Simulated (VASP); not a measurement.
# Rh (P6_3/mmc) in VASP: a series of runs, part 2 of 2

VASP 6.6.1. Earlier steps stand in the parts before.

## 5. Single point, PBE

This run uses another cell than the first one, of 13.11 Å³/atom.

Contents of INCAR:

```
SYSTEM = Rh
PREC = Accurate
ENCUT = 520
EDIFF = 1E-7
ISMEAR = 0
SIGMA = 0.15
LREAL = .FALSE.
LASPH = .TRUE.
NELM = 100
ALGO = Fast
ISIF = 2
LWAVE = .FALSE.
LCHARG = .FALSE.
GGA = PE
NBANDS = 22
```

Contents of KPOINTS:

```
Automatic mesh
0
G
  18 18 10
  0 0 0
```

Contents of POSCAR:

```
Rh
1.0
    2.6704000000      0.0000000000      0.0000000000
   -1.3352000000      2.3126342383      0.0000000000
    0.0000000000      0.0000000000      4.2448000000
Rh
2
Direct
    0.6666666667      0.3333333333      0.7500000000
    0.3333333333      0.6666666667      0.2500000000
```

Potentials or basis: VASP PAW PBE potentials, release 64 (Rh_pv).

Run with:

```sh
$ cat potpaw_PBE.64/Rh_pv/POTCAR > POTCAR
$ mpirun -np 1 vasp_std > vasp.out
```

OUTCAR:

```text
SYSTEM = Rh
   PREC = Accurate
   ENCUT = 520
   EDIFF = 1E-7
   ISMEAR = 0
   LREAL = .FALSE.
   LASPH = .TRUE.
   NELM = 100
   ISIF = 2
   GGA = PE

 ion  position               nearest neighbor table
   1  0.667  0.333  0.750-   2 2.62   2 2.62   2 2.62   2 2.62   2 2.62   2 2.62
   2  0.333  0.667  0.250-   1 2.62   1 2.62   1 2.62   1 2.62   1 2.62   1 2.62

  LATTYP: Found a hexagonal cell.
 ALAT       =     2.6704000000
 C/A-ratio  =     1.5895745956

  Lattice vectors:

 A1 = (   2.6704000000,   0.0000000000,   0.0000000000)
 A2 = (  -1.3352000000,   2.3126342383,   0.0000000000)
 A3 = (   0.0000000000,   0.0000000000,   4.2448000000)

Analysis of symmetry for initial positions (statically):
=====================================================================
 Subroutine PRICEL returns:
 Original cell was already a primitive cell.

 Routine SETGRP: Setting up the symmetry group for a
 hexagonal supercell.

 Subroutine GETGRP returns: Found 24 space group operations
 (whereof 12 operations were pure point group operations)
 out of a pool of 24 trial point group operations.

The static configuration has the point symmetry D_3d.
 The point group associated with its full space group is D_6h.

Analysis of symmetry for dynamics (positions and initial velocities):
=====================================================================
 Subroutine PRICEL returns:
 Original cell was already a primitive cell.

 Routine SETGRP: Setting up the symmetry group for a
 hexagonal supercell.

 Subroutine GETGRP returns: Found 24 space group operations
 (whereof 12 operations were pure point group operations)
 out of a pool of 24 trial point group operations.

The dynamic configuration has the point symmetry D_3d.
 The point group associated with its full space group is D_6h.

 Subroutine INISYM returns: Found 24 space group operations
 (whereof 12 operations are pure point group operations),
 and found     1 'primitive' translations

----------------------------------------------------------------------------------------

[... 112 lines left out ...]
     AMIX_MAG =   1.60;   BMIX_MAG =  1.00
  volume/ion in A,a.u.               =      13.11        88.45
  Fermi-wavevector in a.u.,A,eV,Ry     =   1.712386  3.235941 39.895913  2.932267
  Thomas-Fermi vector in A             =   2.790325
   LORBIT       =      0    0 simple, 1 ext, 2 COOP (PROOUT), +10 PAW based schemes
   GGA     = PE    functional components
   LHFCALC =     F    Hartree Fock is set to
   AEXX    =    0.0000 exact exchange contribution
   IVDW    =     0    specifies the selected vdW correction
   LEPSILON=     F    determine dielectric tensor
   LRPA    =     F    only Hartree local field effects (RPA)
 non-spin polarized calculation
 RMM-DIIS sequential band-by-band and
 Gauss-broadening in eV      SIGMA  =   0.15
  energy-cutoff  :      520.00
  volume of cell :       26.21
 maximum number of plane-waves:       732
 NGX is ok and might be reduce to    20
   NGX =  9   NGY =  9   NGZ = 15

 number of electron      29.9999989 magnetization

 Free energy of the ion-electron system (eV)
  ---------------------------------------------------
  ext. energy  EPLUGINS =         0.00000000
  ---------------------------------------------------
  free energy    TOTEN  =       -14.32540367 eV

  energy without entropy =      -14.29279081  energy(sigma->0) =      -14.30909724

 E-fermi :  12.9206     XC(G=0): -14.3404

 val. band max:       12.9190436595   @ k =   0.3889   0.1667   0.1000
 cond. band min:      12.9276436639   @ k =   0.3333   0.0556   0.2000
 fundamental gap:      0.0086000044
 Fermi energy:        12.9205913901

 k-point     1 :       0.0000    0.0000    0.0000
  band No.  band energies     occupation
      1     -34.5654      2.00000
      2     -33.7734      2.00000
      3     -33.7734      2.00000
      4     -33.6460      2.00000
      5     -33.6360      2.00000
      6     -33.6360      2.00000
[... 589 lines left out ...]
     21      24.9461      0.00000
     22      27.9523      0.00000

 [... further k-points ...]

------------------------ aborting loop because EDIFF is reached ----------------------------------------

  FORCE on cell =-STRESS in cart. coord.  units (eV):
  Direction    XX          YY          ZZ          XY          YZ          ZX
  --------------------------------------------------------------------------------------
  -------------------------------------------------------------------------------------
  Total        3.4216574      3.4216574      4.2974524      0.0000000     -0.0000000     -0.0000000
  in kB      209.1253152    209.1253152    262.6522701      0.0000000     -0.0000000     -0.0000000
  external PRESSURE =     226.9676335 kB  Pullay stress =       0.0000000 kB

 VOLUME and BASIS-vectors are now :
 -----------------------------------------------------------------------------
  energy-cutoff  :      520.00
  volume of cell :       26.21
      direct lattice vectors                 reciprocal lattice vectors
     2.670400000  0.000000000  0.000000000     0.374475734  0.216203666  0.000000000
    -1.335200000  2.312634238  0.000000000     0.000000000  0.432407332  0.000000000
     0.000000000  0.000000000  4.244800000     0.000000000  0.000000000  0.235582360

 POSITION                                       TOTAL-FORCE (eV/Angst)
 -----------------------------------------------------------------------------------
      1.33520      0.77088      3.18360        -0.000000      0.000000      0.000000
     -0.00000      1.54176      1.06120         0.000000     -0.000000      0.000000
 -----------------------------------------------------------------------------------
    total drift:                               -0.000000      0.000000     -0.000000

  FREE ENERGIE OF THE ION-ELECTRON SYSTEM (eV)
  ---------------------------------------------------
  free  energy   TOTEN  =       -14.3254036714 eV

  energy  without entropy=      -14.2927908063  energy(sigma->0) =      -14.30909724
```

OSZICAR:

```text
N       E                     dE             d eps       ncg     rms          rms(c)
DAV:   1     0.328707227130E+03    0.32871E+03   -0.19032E+04  9800   0.161E+03
DAV:   2    -0.798589231806E+01   -0.33669E+03   -0.32463E+03 10134   0.479E+02
DAV:   3    -0.152193156476E+02   -0.72334E+01   -0.71943E+01 11472   0.790E+01
DAV:   4    -0.152669838227E+02   -0.47668E-01   -0.47664E-01 11012   0.644E+00
DAV:   5    -0.152677261673E+02   -0.74234E-03   -0.74234E-03 11454   0.827E-01    0.166E+01
RMM:   6    -0.143717633271E+02    0.89596E+00   -0.18695E+00 10062   0.118E+01    0.635E+00
RMM:   7    -0.143318970096E+02    0.39866E-01   -0.12209E-01 10308   0.293E+00    0.241E+00
RMM:   8    -0.143261926599E+02    0.57043E-02   -0.22263E-02 10704   0.144E+00    0.456E-01
RMM:   9    -0.143253747742E+02    0.81789E-03   -0.21935E-03 11479   0.456E-01    0.188E-02
RMM:  10    -0.143254045690E+02   -0.29795E-04   -0.25385E-04 11554   0.168E-01    0.156E-02
RMM:  11    -0.143254039690E+02    0.59999E-06   -0.17186E-05 12538   0.411E-02    0.561E-03
RMM:  12    -0.143254033447E+02    0.62429E-06   -0.40334E-06 12313   0.187E-02    0.111E-03
RMM:  13    -0.143254035186E+02   -0.17397E-06   -0.79669E-07 11056   0.674E-03    0.800E-04
RMM:  14    -0.143254036605E+02   -0.14191E-06   -0.11408E-07  7444   0.320E-03    0.241E-04
RMM:  15    -0.143254036714E+02   -0.10831E-07   -0.35851E-08  6770   0.167E-03
   1 F= -.14325404E+02 E0= -.14309097E+02  d E =-.326129E-01
```

stdout:

```text
POSCAR found type information on POSCAR Rh
 POSCAR found :  1 types and       2 ions
 scaLAPACK will be used
 LDA part: xc-table for (Slater+PW92), standard interpolation
 POSCAR, INCAR and KPOINTS ok, starting setup
 FFT: planning ... GRIDC
 FFT: planning ... GRID_SOFT
 FFT: planning ... GRID
 WAVECAR not read
 entering main loop
WARNING in EDDRMM: call to ZHEGV failed, returncode =   8  4     22
WARNING in EDDRMM: call to ZHEGV failed, returncode =   8  4     22
```

Wall time 44 s (1 thread of Intel Xeon 6975P-C (Granite Rapids), shared host); peak memory 0.21 GiB.

What came out:

- Free energy: -14.3254 eV
- Pressure: 22.7 GPa
- Band gap on the k mesh: zero (bands 15 and 16 overlap by 2.64 eV)

Caveat: the cell stands under pressure.

## 6. Single point, PBE

This run uses another cell than the first one, of 14.10 Å³/atom.

Contents of INCAR:

```
PREC = Accurate
ENCUT = 520
EDIFF = 1E-6
ISMEAR = 0
SIGMA = 0.15
LREAL = False
LASPH = True
NELM = 60
ALGO = Normal
ISIF = 2
LWAVE = False
LCHARG = True
GGA = PE
LELF = True
LVHAR = True
NBANDS = 22
```

Contents of KPOINTS:

```
regular mesh
0
Gamma
  18 18 10
```

Contents of POSCAR:

```
Rh
1.0
    2.7248648783      0.0000000000      0.0000000000
   -1.3624324392      2.3598022065      0.0000000000
    0.0000000000      0.0000000000      4.3851186776
Rh
2
Direct
    0.6666666667      0.3333333333      0.7500000000
    0.3333333333      0.6666666667      0.2500000000
```

Potentials or basis: VASP PAW PBE potentials, release 64 (Rh_pv).

Run with:

```sh
$ cat potpaw_PBE.64/Rh_pv/POTCAR > POTCAR
$ mpirun -np 1 vasp_std > vasp.out
```

It took 36 s on 1 thread of Intel Xeon 6975P-C (Granite Rapids), shared host; peak memory 0.22 GiB.

The run converged. Its results:

```yaml
Free_energy: -14.4612 eV
Pressure: 0.1 GPa
Band_gap_on_the_k_mesh: zero (bands 15 and 16 overlap by 2.32 eV)
```

Stress tensor (GPa, compression positive):
```
0.00 0.00 0.00
0.00 0.00 0.00
0.00 0.00 0.21
```

Levels at points of the mesh, in eV from the Fermi level:
```tsv
k point	band 13	band 14	band 15	band 16	band 17	band 18
(0.00, 0.00, 0.00)	-2.41	-1.88	-1.88	0.12	0.12	0.80
(0.50, 0.00, 0.00)	-2.10	0.38	0.61	0.68	2.94	5.00
(0.00, 0.00, 0.50)	-3.04	-3.04	-0.43	-0.43	-0.43	-0.43
(0.50, 0.00, 0.50)	-0.30	-0.30	0.56	0.56	2.64	2.64
```

## 7. Summary

| cell | gap on the mesh (eV) | pressure (GPa) |
| --- | --- | --- |
| a = 2.643, b = 2.643, c = 4.315 Å, angles 90.0, 90.0, 120.0°, 2 atoms | none | 24.1 |
| a = 2.698, b = 2.698, c = 4.175 Å, angles 90.0, 90.0, 120.0°, 2 atoms | none | 22.1 |
| a = 2.589, b = 2.589, c = 4.525 Å, angles 90.0, 90.0, 120.0°, 2 atoms | none | 23.7 |
| a = 2.670, b = 2.670, c = 4.245 Å, angles 90.0, 90.0, 120.0°, 2 atoms | none | 22.7 |
| a = 2.725, b = 2.725, c = 4.385 Å, angles 90.0, 90.0, 120.0°, 2 atoms | none | 0.1 |

Alike in all rows: task single point; level PBE; potentials or basis VASP PAW PBE potentials, release 64 (Rh_pv); no spin polarisation; k mesh 18 × 18 × 10; cutoff (eV) 520; smearing gaussian 0.15 eV.

Caveats: the cell stands under pressure (at least some runs).

Total energies depend on the potentials used, so only differences within one code and one set of settings carry meaning.
